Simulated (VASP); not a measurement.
# W in VASP: a series of runs

The runs below take W through single point, with PBEsol.

Everything below comes from runs of VASP 6.6.1. Logs are shortened: lines on timing, memory, paths and dates and some standing lists are left out, and cuts for length are marked.

## 1. The cell of the first run

The cell holds a slab with vacuum, 5 atoms: a = 4.460 Å, b = 4.460 Å, c = 19.642 Å, α = 90.00°, β = 90.00°, γ = 120.00°.

## 2. Single point, PBEsol

Contents of INCAR:

```
  PREC = Accurate
  ENCUT = 520
  EDIFF = 1E-6
  ISMEAR = -1
  SIGMA = 0.1
  LREAL = False
  LASPH = True
  NELM = 100
  ALGO = Normal
  ISIF = 2
  LWAVE = False
  LCHARG = False
  LDIPOL = True
  IDIPOL = 3
  DIPOL = 0.5 0.5 0.500
  GGA = PS
  NBANDS = 43
```

Contents of KPOINTS:

```
regular mesh
0
Gamma
  11 11 1
```

Contents of POSCAR:

```
W
1.0
    4.4602931094      0.0000000000      0.0000000000
   -2.2301465547      3.8627271411      0.0000000000
    0.0000000000      0.0000000000     19.6418000000
W
5
Direct
    0.8333333330      0.1666666670      0.4072942890
    0.1666666670      0.8333333330      0.4536471443
    0.5000000000      0.5000000000      0.5000000000
    0.8333333330      0.1666666670      0.5463528557
    0.1666666670      0.8333333330      0.5927057110
```

Potentials or basis: VASP PAW PBE potentials, release 64 (W_sv).

Run with:

```console
> cat potpaw_PBE.64/W_sv/POTCAR > POTCAR
> mpirun -np 1 vasp_std > vasp.out
```

OUTCAR:

```text
PREC = Accurate
   ENCUT = 520
   EDIFF = 1E-6
   ISMEAR = -1
   LREAL = False
   LASPH = True
   NELM = 100
   ISIF = 2
   GGA = PS

 ion  position               nearest neighbor table
   1  0.833  0.167  0.407-   2 2.73   2 2.73   4 2.73   2 2.73   3 3.15   3 3.15   3 3.15
   2  0.167  0.833  0.454-   1 2.73   1 2.73   3 2.73   5 2.73   3 2.73   3 2.73   1 2.73   4 3.15
                             4 3.15   4 3.15
   3  0.500  0.500  0.500-   2 2.73   4 2.73   2 2.73   4 2.73   2 2.73   4 2.73   1 3.15   5 3.15
                             1 3.15   5 3.15   1 3.15   5 3.15
   4  0.833  0.167  0.546-   5 2.73   5 2.73   3 2.73   1 2.73   3 2.73   3 2.73   5 2.73   2 3.15
                             2 3.15   2 3.15
   5  0.167  0.833  0.593-   4 2.73   4 2.73   2 2.73   4 2.73   3 3.15   3 3.15   3 3.15

  LATTYP: Found a hexagonal cell.
 ALAT       =     4.4602931094
 C/A-ratio  =     4.4037016219

  Lattice vectors:

 A1 = (   4.4602931094,   0.0000000000,   0.0000000000)
 A2 = (  -2.2301465547,   3.8627271411,   0.0000000000)
 A3 = (   0.0000000000,   0.0000000000,  19.6418000000)

Analysis of symmetry for initial positions (statically):
=====================================================================
 Subroutine PRICEL returns:
 Original cell was already a primitive cell.

 Routine SETGRP: Setting up the symmetry group for a
 hexagonal supercell.

 Subroutine GETGRP returns: Found 12 space group operations
 (whereof  4 operations were pure point group operations)
 out of a pool of 24 trial point group operations.

The static configuration has the point symmetry C_2h.
 The point group associated with its full space group is D_3d.

Analysis of symmetry for dynamics (positions and initial velocities):
=====================================================================
 Subroutine PRICEL returns:
 Original cell was already a primitive cell.

 Routine SETGRP: Setting up the symmetry group for a
 hexagonal supercell.

 Subroutine GETGRP returns: Found 12 space group operations
 (whereof  4 operations were pure point group operations)
 out of a pool of 24 trial point group operations.

The dynamic configuration has the point symmetry C_2h.
 The point group associated with its full space group is D_3d.

 Subroutine INISYM returns: Found 12 space group operations
 (whereof  4 operations are pure point group operations),
 and found     1 'primitive' translations

----------------------------------------------------------------------------------------

                                     Primitive cell

  volume of cell :     338.4065

  direct lattice vectors                    reciprocal lattice vectors
     4.460293109  0.000000000  0.000000000     0.224200512  0.129442226  0.000000000
    -2.230146555  3.862727141  0.000000000     0.000000000  0.258884452  0.000000000
     0.000000000  0.000000000 19.641800000     0.000000000  0.000000000  0.050911831

  length of vectors
     4.460293109  4.460293109 19.641800000     0.258884452  0.258884452  0.050911831

  position of ions in fractional coordinates (direct lattice)
     0.833333333  0.166666667  0.407294289
     0.166666667  0.833333333  0.453647144
     0.500000000  0.500000000  0.500000000
     0.833333333  0.166666667  0.546352856
     0.166666667  0.833333333  0.592705711

  ion indices of the primitive-cell ions
   primitive index   ion index
                 1           1
                 2           2
                 3           3
                 4           4
                 5           5

----------------------------------------------------------------------------------------

 KPOINTS: regular mesh

Automatic generation of k-mesh.
 Grid dimensions read from file:
 generate k-points for:   11   11    1

 Generating k-lattice:

  Cartesian coordinates                     Fractional coordinates (reciprocal lattice)
     0.020381865  0.011767475  0.000000000     0.090909091  0.000000000  0.000000000
     0.000000000  0.023534950  0.000000000     0.000000000  0.090909091  0.000000000
     0.000000000  0.000000000  0.050911831     0.000000000  0.000000000  1.000000000

  Length of vectors
     0.023534950  0.023534950  0.050911831

  Shift w.r.t. Gamma in fractional coordinates (k-lattice)
     0.000000000  0.000000000  0.000000000

 Subroutine IBZKPT returns following result:
 ===========================================

 Found     16 irreducible k-points:

 Following reciprocal coordinates:
            Coordinates               Weight
  0.000000  0.000000  0.000000      1.000000
  0.090909  0.000000  0.000000      6.000000
  0.181818  0.000000  0.000000      6.000000
  0.272727  0.000000  0.000000      6.000000
  0.363636  0.000000  0.000000      6.000000
  0.454545  0.000000  0.000000      6.000000
[... 8 lines left out ...]
  0.272727  0.272727  0.000000      6.000000
  0.363636  0.272727  0.000000      6.000000
   k-points           NKPTS =     16   k-points in BZ     NKDIM =     16   number of bands    NBANDS=     43
   number of dos      NEDOS =    301   number of ions     NIONS =      5
   total plane-waves  NPLWV = 194400
   dimension x,y,z NGX =    36 NGY =   36 NGZ =  150
   dimension x,y,z NGXF=    72 NGYF=   72 NGZF=  300
   ions per type =               5
   NGX,Y,Z   is equivalent  to a cutoff of  13.42, 13.42, 12.70 a.u.
   NGXF,Y,Z  is equivalent  to a cutoff of  26.84, 26.84, 25.39 a.u.
 SYSTEM =  unknown system
   PREC   = accura    normal or accurate (medium, high low for compatibility)
   ISTART =      0    job   : 0-new  1-cont  2-samecut
   ICHARG =      2    charge: 1-file 2-atom 10-const
   ISPIN  =      1    spin polarized calculation?
   LNONCOLLINEAR =      F non collinear calculations
   LSORBIT =      F    spin-orbit coupling
   LASPH  =      T    aspherical Exc in radial PAW
   ENCUT  =  520.0 eV  38.22 Ry    6.18 a.u.   8.29  8.29 36.52*2*pi/ulx,y,z
   NELM   =    100;   NELMIN=  2; NELMDL= -5     # of ELM steps
   EDIFF  = 0.1E-05   stopping-criterion for ELM
   LREAL  =      F    real-space projection
   EDIFFG = 0.1E-04   stopping-criterion for IOM
   NSW    =      0    number of steps for IOM
   IBRION =     -1    ionic relax: 0-MD 1-quasi-New 2-CG
   NFREE  =      0    steps in history (QN), initial steepest desc. (CG)
   ISIF   =      2    stress and relaxation
   ISYM   =      2    0-nonsym 1-usesym 2-fastsym
   POTIM  = 0.5000    time-step for ionic-motion
   TEBEG  =    0.0;   TEEND  =   0.0 temperature during run
   PSTRESS=    0.0 pullay stress
   NELECT =      70.0000    total number of electrons
   NUPDOWN=      -1.0000    fix difference up-down
   EMIN   =  10.00;   EMAX   =-10.00  energy-range for DOS
   EFERMI =   0.00;   METHOD = LEGACY
   ISMEAR =    -1;   SIGMA  =   0.10  broadening in eV -4-tet -1-fermi 0-gaus
   EFERMI_NEDOS =   21; number of points for ismear=-14 and -15
   IALGO  =     38    algorithm
   IMIX   =      4    mixing-type and parameters
     AMIX     =   0.40;   BMIX     =  1.00
     AMIX_MAG =   1.60;   BMIX_MAG =  1.00
  volume/ion in A,a.u.               =      67.68       456.74
  Fermi-wavevector in a.u.,A,eV,Ry     =   0.968192  1.829617 12.754031  0.937395
  Thomas-Fermi vector in A             =   2.098140
   LORBIT       =      0    0 simple, 1 ext, 2 COOP (PROOUT), +10 PAW based schemes
   GGA     = PS    functional components
   LHFCALC =     F    Hartree Fock is set to
   AEXX    =    0.0000 exact exchange contribution
   IVDW    =     0    specifies the selected vdW correction
   LEPSILON=     F    determine dielectric tensor
   LRPA    =     F    only Hartree local field effects (RPA)
 non-spin polarized calculation
  energy-cutoff  :      520.00
  volume of cell :      338.41
 maximum number of plane-waves:      9163
 NGX is ok and might be reduce to    36
   NGX = 17   NGY = 17   NGZ = 73

 number of electron      70.0000007 magnetization

 dipolmoment           0.000000      0.000000      0.000000 electrons x Angstroem

 Free energy of the ion-electron system (eV)
  ---------------------------------------------------
  ext. energy  EPLUGINS =         0.00000000
  ---------------------------------------------------
  free energy    TOTEN  =       -59.73839043 eV

  energy without entropy =      -59.56232046  energy(sigma->0) =      -59.65035545

 E-fermi :  -0.3811     XC(G=0):  -4.5017

 val. band max:       -0.4817571877   @ k =   0.1818   0.1818   0.0000
 cond. band min:      -0.3457688634   @ k =   0.3636   0.2727   0.0000
 fundamental gap:      0.1359883243
 Fermi energy:        -0.3811255253

 k-point     1 :       0.0000    0.0000    0.0000
  band No.  band energies     occupation
      1     -74.7265      2.00000
      2     -74.5298      2.00000
      3     -74.5231      2.00000
      4     -74.2237      2.00000
      5     -74.2207      2.00000
      6     -39.0975      2.00000
[... 35 lines left out ...]
     42       1.7406      0.00000
     43       1.9827      0.00000

 k-point     2 :       0.0909    0.0000    0.0000
  band No.  band energies     occupation
      1     -74.7258      2.00000
      2     -74.5294      2.00000
      3     -74.5228      2.00000
      4     -74.2243      2.00000
      5     -74.2216      2.00000
      6     -39.1157      2.00000
[... 35 lines left out ...]
     42       1.7462      0.00000
     43       1.8866      0.00000

 k-point     3 :       0.1818    0.0000    0.0000
  band No.  band energies     occupation
      1     -74.7238      2.00000
      2     -74.5283      2.00000
      3     -74.5220      2.00000
      4     -74.2259      2.00000
      5     -74.2241      2.00000
      6     -39.1574      2.00000
[... 551 lines left out ...]
      6     -39.2544      2.00000
[... 35 lines left out ...]
     42       1.2566      0.00000
     43       1.4069      0.00000

 k-point    16 :       0.3636    0.2727    0.0000
  band No.  band energies     occupation
      1     -74.7167      2.00000
      2     -74.5215      2.00000
      3     -74.5205      2.00000
      4     -74.2333      2.00000
      5     -74.2327      2.00000
      6     -39.2550      2.00000
[... 35 lines left out ...]
     42       1.0946      0.00000
     43       1.6021      0.00000

------------------------ aborting loop because EDIFF is reached ----------------------------------------

 vacuum level on the upper side and lower side of the slab       (xc-potential included)        -0.113        -0.113

  FORCE on cell =-STRESS in cart. coord.  units (eV):
  Direction    XX          YY          ZZ          XY          YZ          ZX
  --------------------------------------------------------------------------------------
  -------------------------------------------------------------------------------------
  Total      -13.3247054    -13.3247054    -13.7306626      0.0000000      0.0000000      0.0000000
  in kB      -63.0854902    -63.0854902    -65.0074848      0.0000000      0.0000000      0.0000000
  external PRESSURE =     -63.7261550 kB  Pullay stress =       0.0000000 kB

 VOLUME and BASIS-vectors are now :
 -----------------------------------------------------------------------------
  energy-cutoff  :      520.00
  volume of cell :      338.41
      direct lattice vectors                 reciprocal lattice vectors
     4.460293109  0.000000000  0.000000000     0.224200512  0.129442226  0.000000000
    -2.230146555  3.862727141  0.000000000     0.000000000  0.258884452  0.000000000
     0.000000000  0.000000000 19.641800000     0.000000000  0.000000000  0.050911831

 POSITION                                       TOTAL-FORCE (eV/Angst)
 -----------------------------------------------------------------------------------
      3.34522      0.64379      7.99999        -0.000000     -0.000000      3.273392
     -1.11507      3.21894      8.91045         0.000000     -0.000000      0.964533
      1.11507      1.93136      9.82090        -0.000000      0.000000      0.000000
      3.34522      0.64379     10.73135        -0.000000      0.000000     -0.964533
     -1.11507      3.21894     11.64181         0.000000      0.000000     -3.273392
 -----------------------------------------------------------------------------------
    total drift:                               -0.000000     -0.000000     -0.000000

  FREE ENERGIE OF THE ION-ELECTRON SYSTEM (eV)
  ---------------------------------------------------
  free  energy   TOTEN  =       -59.7383904260 eV

  energy  without entropy=      -59.5623204640  energy(sigma->0) =      -59.65035545

 vacuum level on the upper side and lower side of the slab         3.547         3.547
```

Wall time 3.6 min (1 thread of AMD EPYC 9R45 (Zen 5), shared host); peak memory 0.5 GiB.

What came out:

| Property | Result |
| --- | --- |
| Free energy | -59.7384 eV |
| Largest force | 3.273 eV/Å |
| Band gap on the k mesh | 0.14 eV, indirect (least direct gap 0.17 eV) |

Forces in eV/Å, atoms in the order of the input:
```
W    0.000  0.000  3.273
W    0.000  0.000  0.965
W    0.000  0.000  0.000
W    0.000  0.000 -0.965
W    0.000  0.000 -3.273
```

Caveat: the PAW data sets were made with another functional, which shifts forces and pressure a little; spin-orbit coupling is left out, which moves the levels of the heavy elements.

## 3. Single point, PBEsol

Contents of INCAR:

```
ALGO = Normal ; DIPOL = 0.5 0.5 0.500
EDIFF = 1E-7 ; ENCUT = 520
GGA = PS ; IDIPOL = 3
ISIF = 2 ; ISMEAR = -1
LASPH = True ; LCHARG = False
LDIPOL = True ; LREAL = False
LWAVE = False ; NBANDS = 43
NELM = 80 ; PREC = Accurate
SIGMA = 0.1
```

Contents of KPOINTS:

```
k-points
0
Gamma
  11 11 1
```

Contents of POSCAR:

```
W
1.0
    4.4602931094      0.0000000000      0.0000000000
   -2.2301465547      3.8627271411      0.0000000000
    0.0000000000      0.0000000000     19.6418000000
W
5
Direct
    0.8333333333      0.1666666667      0.4201524981
    0.1666666667      0.8333333333      0.4564785035
    0.5000000000      0.5000000000      0.5000000003
    0.8333333333      0.1666666667      0.5435214968
    0.1666666667      0.8333333333      0.5798475014
```

Potentials or basis: VASP PAW PBE potentials, release 64 (W_sv).

Run with:

```console
> cat potpaw_PBE.64/W_sv/POTCAR > POTCAR
> mpirun -np 1 vasp_std > vasp.out
```

It took 3.7 min on 1 thread of AMD EPYC 9R45 (Zen 5), shared host; peak memory 0.49 GiB.

Results (log left out):

* Free energy: -60.7846 eV
* Largest force: 0.116 eV/Å
* Band gap on the k mesh: zero (band 35 reaches -0.49 eV, above the bottom of band 36 at -0.51 eV)

Forces on the atoms (eV/Å):
```
W    0.000  0.000 -0.116
W    0.000  0.000 -0.099
W    0.000  0.000  0.000
W    0.000  0.000  0.099
W    0.000  0.000  0.116
```

Levels at points of the mesh, in eV from the Fermi level:
```csv
k point,band 32,band 33,band 34,band 35,band 36,band 37,band 38,band 39
"(0.00, 0.00, 0.00)",-1.58,-1.58,-1.05,-1.05,0.16,1.23,1.23,1.58
```

Caveat: the PAW data sets were made with another functional, which shifts forces and pressure a little; spin-orbit coupling is left out, which moves the levels of the heavy elements.
